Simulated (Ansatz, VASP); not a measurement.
**H in VASP and in Ansatz**

Contents of INCAR:

```
PREC = Accurate
ENCUT = 400
EDIFF = 1E-8
ISMEAR = -1
SIGMA = 0.05
LREAL = F
LASPH = T
NELM = 120
ALGO = Normal
ISIF = 2
LWAVE = F
LCHARG = F
GGA = PE
LEFG = T
NBANDS = 8
GGA_COMPAT = F
```

Contents of KPOINTS:

```
regular mesh
0
Gamma
  17 17 9
```

POSCAR

```
H
1.0
    1.8931859138      0.0000000000      0.0000000000
   -0.9465929569      1.6395470954      0.0000000000
    0.0000000000      0.0000000000      1.8661603132
H
2
Direct
    0.3333333333      0.6666666667      0.2500000000
    0.6666666667      0.3333333333      0.7500000000
```

Input for Ansatz:

```yaml
crystal:
  lattice:
    - [1.8931859138, 0.0, 0.0]
    - [-0.9465929569, 1.6395470954, 0.0]
    - [0.0, 0.0, 1.8661603132]
  atoms:
    - { symbol: H, position: [0.3333333333, 0.6666666667, 0.25] }
    - { symbol: H, position: [0.6666666667, 0.3333333333, 0.75] }
kpoints:
  mp_grid: { grid: [17, 17, 9] }
scf:
  occupations: { method: fermi_dirac, width: 0.05 }
hamiltonian:
  xc: pbe
  pseudopotentials: { kind: all_electron, datasets: crystal }
output:
  forces: true
  stress: true
  eigenvalues: true
  efg: { contact_densities: true }
```

Change from the starting cell: volume scaled by 0.9405, crystal datasets.

Alike in both runs: task electric field gradients; functional PBE; k mesh 17 × 17 × 9; occupations fermi-dirac, width 0.05 eV; no spin polarisation.

|  | VASP | Ansatz |
| --- | --- | --- |
| version | VASP 6.6.1 | Ansatz 0.2.0 |
| potentials or method | VASP PAW PBE potentials, release 64 (H), cutoff 400 eV | all-electron PAW with datasets made for the crystal, scalar-relativistic |

```csv
,VASP,Ansatz,Ansatz less VASP
pressure (GPa),4.6,6.9,+2.25
"traceless stress, the component that is largest in VASP (GPa)",0.23,0.20,-0.031
```

Ansatz ran all-electron here, and VASP with PAW potentials. Ansatz's warnings: printed levels off.

The k mesh is coarse, so the values compare programs but aren't converged.
